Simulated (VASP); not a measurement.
# Bi (I4/mmm) in VASP: further runs

Runs on Bi. Level: PBE+D3(BJ). Tasks: single point.

Everything below comes from runs of VASP 6.6.1. Logs are shortened: lines on timing, memory, paths and dates and some standing lists are left out, and cuts for length are marked.

### 1 The cell of the first run

It takes space group I4/mmm (No. 139, tetragonal). The conventional cell has a = 4.056 Å, b = 4.056 Å, c = 3.645 Å, α = 90.00°, β = 90.00°, γ = 90.00°. Bi (site symmetry 4/mmm) has 14 Bi at 3.40 to 4.06 Å within 4.5 Å.

### 2 Single point, PBE+D3(BJ)

File INCAR:

```
PREC = Accurate
ENCUT = 520
EDIFF = 1E-6
ISMEAR = 0
SIGMA = 0.15
LREAL = F
LASPH = T
NELM = 100
ALGO = Fast
ISIF = 2
LWAVE = F
LCHARG = F
GGA = PE
IVDW = 12
NBANDS = 14
```

File KPOINTS:

```
regular mesh
0
Gamma
  16 16 16
```

File POSCAR:

```
Bi
1.0
   -2.0280504053      2.0280504053      1.8223061613
    2.0280504053     -2.0280504053      1.8223061613
    2.0280504053      2.0280504053     -1.8223061613
Bi
1
Direct
    0.0000000000      0.0000000000      0.0000000000
```

Potentials or basis: VASP PAW PBE potentials, release 64 (Bi_d).

The run is started by

```console
$ cat potpaw_PBE.64/Bi_d/POTCAR > POTCAR
$ mpirun -np 1 vasp_std > vasp.out
```

OUTCAR:

```text
PREC = Accurate
   ENCUT = 520
   EDIFF = 1E-6
   ISMEAR = 0
   LREAL = F
   LASPH = T
   NELM = 100
   ISIF = 2
   GGA = PE
   IVDW = 12
 IVDW          = 12

 ion  position               nearest neighbor table
   1  0.000  0.000  0.000-

  LATTYP: Found a body centered tetragonal cell.
 ALAT       =     4.0561008106
 C/A-ratio  =     0.8985507246

  Lattice vectors:

 A1 = (  -2.0280504053,   2.0280504053,   1.8223061613)
 A2 = (   2.0280504053,  -2.0280504053,   1.8223061613)
 A3 = (   2.0280504053,   2.0280504053,  -1.8223061613)

Analysis of symmetry for initial positions (statically):
=====================================================================
 Subroutine PRICEL returns:
 Original cell was already a primitive cell.

 Routine SETGRP: Setting up the symmetry group for a
 body centered tetragonal supercell.

 Subroutine GETGRP returns: Found 16 space group operations
 (whereof 16 operations were pure point group operations)
 out of a pool of 16 trial point group operations.

The static configuration has the point symmetry D_4h.

Analysis of symmetry for dynamics (positions and initial velocities):
=====================================================================
 Subroutine PRICEL returns:
 Original cell was already a primitive cell.

 Routine SETGRP: Setting up the symmetry group for a
 body centered tetragonal supercell.

 Subroutine GETGRP returns: Found 16 space group operations
 (whereof 16 operations were pure point group operations)
 out of a pool of 16 trial point group operations.

The dynamic configuration has the point symmetry D_4h.

 Subroutine INISYM returns: Found 16 space group operations
 (whereof 16 operations are pure point group operations),
 and found     1 'primitive' translations

----------------------------------------------------------------------------------------

                                     Primitive cell

  volume of cell :      29.9805

  direct lattice vectors                    reciprocal lattice vectors
    -2.028050405  2.028050405  1.822306161     0.000000000  0.246542196  0.274377605
     2.028050405 -2.028050405  1.822306161     0.246542196  0.000000000  0.274377605
     2.028050405  2.028050405 -1.822306161     0.246542196  0.246542196  0.000000000

  length of vectors
     3.398054832  3.398054832  3.398054832     0.368871420  0.368871420  0.348663317

  position of ions in fractional coordinates (direct lattice)
     0.000000000  0.000000000  0.000000000

  ion indices of the primitive-cell ions
   primitive index   ion index
                 1           1

----------------------------------------------------------------------------------------

 KPOINTS: regular mesh

Automatic generation of k-mesh.
 Grid dimensions read from file:
 generate k-points for:   16   16   16

 Generating k-lattice:

  Cartesian coordinates                     Fractional coordinates (reciprocal lattice)
     0.000000000  0.015408887  0.017148600     0.062500000 -0.000000000  0.000000000
     0.015408887  0.000000000  0.017148600    -0.000000000  0.062500000  0.000000000
     0.015408887  0.015408887  0.000000000     0.000000000  0.000000000  0.062500000

  Length of vectors
     0.023054464  0.023054464  0.021791457

  Shift w.r.t. Gamma in fractional coordinates (k-lattice)
     0.000000000  0.000000000  0.000000000

 Subroutine IBZKPT returns following result:
 ===========================================

 Found    349 irreducible k-points:

 Following reciprocal coordinates:
            Coordinates               Weight
  0.000000  0.000000  0.000000      1.000000
  0.062500  0.000000  0.000000      8.000000
  0.125000  0.000000  0.000000      8.000000
  0.187500  0.000000  0.000000      8.000000
  0.250000  0.000000  0.000000      8.000000
  0.312500  0.000000  0.000000      8.000000
[... 16 lines left out ...]
 -0.125000  0.062500  0.000000     16.000000
 -0.062500  0.062500  0.000000      4.000000
 [... further k-points ...]
   k-points           NKPTS =    349   k-points in BZ     NKDIM =    349   number of bands    NBANDS=     14
   number of dos      NEDOS =    301   number of ions     NIONS =      1
   total plane-waves  NPLWV =  21952
   dimension x,y,z NGX =    28 NGY =   28 NGZ =   28
   dimension x,y,z NGXF=    56 NGYF=   56 NGZF=   56
   ions per type =               1
   NGX,Y,Z   is equivalent  to a cutoff of  13.70, 13.70, 13.70 a.u.
   NGXF,Y,Z  is equivalent  to a cutoff of  27.40, 27.40, 27.40 a.u.
 SYSTEM =  unknown system
   PREC   = accura    normal or accurate (medium, high low for compatibility)
   ISTART =      0    job   : 0-new  1-cont  2-samecut
   ICHARG =      2    charge: 1-file 2-atom 10-const
   ISPIN  =      1    spin polarized calculation?
   LNONCOLLINEAR =      F non collinear calculations
   LSORBIT =      F    spin-orbit coupling
   LASPH  =      T    aspherical Exc in radial PAW
   ENCUT  =  520.0 eV  38.22 Ry    6.18 a.u.   6.32  6.32  6.32*2*pi/ulx,y,z
   NELM   =    100;   NELMIN=  2; NELMDL= -5     # of ELM steps
   EDIFF  = 0.1E-05   stopping-criterion for ELM
   LREAL  =      F    real-space projection
   EDIFFG = 0.1E-04   stopping-criterion for IOM
   NSW    =      0    number of steps for IOM
   IBRION =     -1    ionic relax: 0-MD 1-quasi-New 2-CG
   NFREE  =      0    steps in history (QN), initial steepest desc. (CG)
   ISIF   =      2    stress and relaxation
   ISYM   =      2    0-nonsym 1-usesym 2-fastsym
   POTIM  = 0.5000    time-step for ionic-motion
   TEBEG  =    0.0;   TEEND  =   0.0 temperature during run
   PSTRESS=    0.0 pullay stress
   NELECT =      15.0000    total number of electrons
   NUPDOWN=      -1.0000    fix difference up-down
   EMIN   =  10.00;   EMAX   =-10.00  energy-range for DOS
   EFERMI =   0.00;   METHOD = LEGACY
   ISMEAR =     0;   SIGMA  =   0.15  broadening in eV -4-tet -1-fermi 0-gaus
   EFERMI_NEDOS =   21; number of points for ismear=-14 and -15
   IALGO  =     68    algorithm
   IMIX   =      4    mixing-type and parameters
     AMIX     =   0.40;   BMIX     =  1.00
     AMIX_MAG =   1.60;   BMIX_MAG =  1.00
  volume/ion in A,a.u.               =      29.98       202.32
  Fermi-wavevector in a.u.,A,eV,Ry     =   1.299648  2.455978 22.981385  1.689084
  Thomas-Fermi vector in A             =   2.430898
   LORBIT       =      0    0 simple, 1 ext, 2 COOP (PROOUT), +10 PAW based schemes
   GGA     = PE    functional components
   LHFCALC =     F    Hartree Fock is set to
   AEXX    =    0.0000 exact exchange contribution
   IVDW    =    12    specifies the selected vdW correction
   LEPSILON=     F    determine dielectric tensor
   LRPA    =     F    only Hartree local field effects (RPA)
 non-spin polarized calculation
 RMM-DIIS sequential band-by-band and
 Gauss-broadening in eV      SIGMA  =   0.15
  energy-cutoff  :      520.00
  volume of cell :       29.98
 maximum number of plane-waves:       837
 NGX is ok and might be reduce to    28
   NGX = 13   NGY = 13   NGZ = 13

 number of electron      15.0000004 magnetization

 Free energy of the ion-electron system (eV)
  ---------------------------------------------------
  ext. energy  EPLUGINS =         0.00000000
  ---------------------------------------------------
  free energy    TOTEN  =        -3.73425667 eV

  energy without entropy =       -3.72648907  energy(sigma->0) =       -3.73037287

 E-fermi :   8.4208     XC(G=0): -10.4702

 val. band max:        8.4204555886   @ k =  -0.2500  -0.3125   0.2500
 cond. band min:       8.4209254738   @ k =   0.3750   0.1875   0.1250
 fundamental gap:      0.0004698851
 Fermi energy:         8.4208272793

 k-point     1 :       0.0000    0.0000    0.0000
  band No.  band energies     occupation
      1     -14.6950      2.00000
      2     -14.6626      2.00000
      3     -14.6626      2.00000
      4     -14.5748      2.00000
      5     -14.5107      2.00000
      6      -5.4017      2.00000
      7      13.4569      0.00000
      8      13.4569      0.00000
      9      14.2652      0.00000
     10      17.7674      0.00000
     11      18.7235      0.00000
     12      18.7235      0.00000
     13      19.0105      0.00000
     14      19.8884      0.00000

 k-point     2 :       0.0625    0.0000    0.0000
  band No.  band energies     occupation
      1     -14.6915      2.00000
      2     -14.6606      2.00000
      3     -14.6592      2.00000
      4     -14.5734      2.00000
      5     -14.5128      2.00000
      6      -5.3236      2.00000
      7      12.9628      0.00000
      8      13.2156      0.00000
      9      13.8515      0.00000
     10      17.9937      0.00000
     11      18.2825      0.00000
     12      18.5244      0.00000
     13      19.4366      0.00000
     14      19.4823      0.00000

 k-point     3 :       0.1250    0.0000    0.0000
  band No.  band energies     occupation
      1     -14.6899      2.00000
      2     -14.6556      2.00000
      3     -14.6413      2.00000
      4     -14.5690      2.00000
      5     -14.5186      2.00000
      6      -5.0901      2.00000
      7      11.4914      0.00000
      8      12.6242      0.00000
      9      13.3571      0.00000
     10      17.0596      0.00000
     11      17.6211      0.00000
     12      19.1864      0.00000
     13      19.6956      0.00000
     14      20.2891      0.00000
[... 324 lines left out ...]
 k-point    23 :      -0.1250    0.0625    0.0000
  band No.  band energies     occupation
      1     -14.6866      2.00000
      2     -14.6625      2.00000
      3     -14.6425      2.00000
      4     -14.5771      2.00000
      5     -14.5153      2.00000
      6      -5.1862      2.00000
      7      11.6287      0.00000
      8      13.0946      0.00000
      9      13.5715      0.00000
     10      17.7364      0.00000
     11      18.0086      0.00000
     12      18.9461      0.00000
     13      19.4751      0.00000
     14      20.5085      0.00000

 k-point    24 :      -0.0625    0.0625    0.0000
  band No.  band energies     occupation
      1     -14.6911      2.00000
      2     -14.6639      2.00000
      3     -14.6549      2.00000
      4     -14.5769      2.00000
      5     -14.5121      2.00000
      6      -5.3328      2.00000
      7      12.5716      0.00000
      8      13.4642      0.00000
      9      14.0631      0.00000
     10      18.0740      0.00000
     11      18.3987      0.00000
     12      18.5756      0.00000
     13      19.5341      0.00000
     14      19.6976      0.00000

 [... further k-points ...]

------------------------ aborting loop because EDIFF is reached ----------------------------------------

 Edisp (eV)   -0.52583

 E8    (eV) :    -0.2584

  FORCE on cell =-STRESS in cart. coord.  units (eV):
  Direction    XX          YY          ZZ          XY          YZ          ZX
  --------------------------------------------------------------------------------------
  -------------------------------------------------------------------------------------
  Total       0.06557     0.06557     0.13561     0.00000     0.00000     0.00000
  in kB       3.50394     3.50394     7.24724     0.00000     0.00000     0.00000
  external pressure =        4.75 kB  Pullay stress =        0.00 kB

 VOLUME and BASIS-vectors are now :
 -----------------------------------------------------------------------------
  energy-cutoff  :      520.00
  volume of cell :       29.98
      direct lattice vectors                 reciprocal lattice vectors
    -2.028050405  2.028050405  1.822306161     0.000000000  0.246542196  0.274377605
     2.028050405 -2.028050405  1.822306161     0.246542196  0.000000000  0.274377605
     2.028050405  2.028050405 -1.822306161     0.246542196  0.246542196  0.000000000

 POSITION                                       TOTAL-FORCE (eV/Angst)
 -----------------------------------------------------------------------------------
      0.00000      0.00000      0.00000        -0.000000      0.000000      0.000000
 -----------------------------------------------------------------------------------
    total drift:                               -0.000000     -0.000000     -0.000000

  FREE ENERGIE OF THE ION-ELECTRON SYSTEM (eV)
  ---------------------------------------------------
  free  energy   TOTEN  =        -4.2600869923 eV

  energy  without entropy=       -4.2523193940  energy(sigma->0) =       -4.25620319
```

It took 2 min on 1 thread of Intel Xeon 6975P-C, shared host; peak memory 0.27 GiB.

What came out:

```yaml
Free_energy: -4.2601 eV
Pressure: 0.5 GPa
Dispersion_energy_per_atom: -0.526 eV
```

Levels at points of the mesh, in eV from the Fermi level:
```csv
k point,band 5,band 6,band 7,band 8,band 9,band 10
"(0.00, 0.00, 0.00)",-22.93,-13.82,5.04,5.04,5.84,9.35
"(0.50, 0.00, 0.00)",-22.86,-10.36,-5.24,1.32,2.96,5.68
"(0.50, 0.50, 0.00)",-22.88,-10.87,-5.47,2.51,4.62,7.10
"(0.50, 0.50, 0.50)",-22.86,-8.42,-2.47,-2.47,-0.61,3.04
```

Caveat: the cell differs from its parent crystal (strain +e along x and -e along y +0.0000, strain +e along z and -e/2 along x and y -0.0700); spin-orbit coupling is left out, which moves the levels of the heavy elements; pairwise dispersion overbinds metals, which lowers pressure and volume.

### 3 Single point, PBE+D3(BJ)

File INCAR:

```
SYSTEM = Bi
  PREC = Accurate
  ENCUT = 520
  EDIFF = 1E-7
  ISMEAR = 0
  SIGMA = 0.15
  LREAL = .False.
  LASPH = .True.
  NELM = 80
  ALGO = Fast
  ISIF = 2
  LWAVE = .False.
  LCHARG = .False.
  GGA = PE
  IVDW = 12
  NBANDS = 14
```

File KPOINTS:

```
Automatic mesh
0
Gamma
  16 16 16
  0 0 0
```

File POSCAR:

```
Bi
1.0
   -1.9251782833      1.9251782833      2.0280504053
    1.9251782833     -1.9251782833      2.0280504053
    1.9251782833      1.9251782833     -2.0280504053
Bi
1
Direct
    0.0000000000      0.0000000000      0.0000000000
```

Potentials or basis: VASP PAW PBE potentials, release 64 (Bi_d).

The run is started by

```console
$ cat potpaw_PBE.64/Bi_d/POTCAR > POTCAR
$ mpirun -np 1 vasp_std > vasp.out
```

Wall time 2.2 min (1 thread of Intel Xeon 6975P-C, shared host); peak memory 0.26 GiB.

The run converged. Its results:

| Property | Result |
| --- | --- |
| Free energy | -4.2671 eV |
| Pressure | 0.1 GPa |
| Dispersion energy per atom | -0.524 eV |

Stress tensor (GPa, compression positive):
```
 0.34  0.00  0.00
 0.00  0.34  0.00
 0.00  0.00 -0.48
```

Levels at points of the mesh, in eV from the Fermi level:
| k point | band 3 | band 4 | band 5 | band 6 | band 7 | band 8 | band 9 | band 10 | band 11 | band 12 |
| --- | --- | --- | --- | --- | --- | --- | --- | --- | --- | --- |
| (0.00, 0.00, 0.00) | -23.05 | -22.93 | -22.91 | -13.76 | 5.24 | 5.43 | 5.43 | 9.56 | 10.10 | 10.75 |
| (0.50, 0.00, 0.00) | -22.94 | -22.92 | -22.83 | -10.58 | -5.31 | 1.84 | 3.81 | 6.32 | 7.93 | 11.82 |
| (0.50, 0.50, 0.00) | -22.93 | -22.92 | -22.83 | -10.37 | -5.19 | 1.31 | 3.03 | 5.69 | 7.15 | 13.46 |
| (0.50, 0.50, 0.50) | -22.86 | -22.85 | -22.85 | -8.28 | -2.42 | -1.58 | -1.58 | 3.33 | 3.73 | 15.49 |

Caveat: the cell differs from its parent crystal (strain +e along x and -e along y +0.0000, strain +e along z and -e/2 along x and y +0.0350); spin-orbit coupling is left out, which moves the levels of the heavy elements; pairwise dispersion overbinds metals, which lowers pressure and volume.

(Continued in part 2 of 2.)
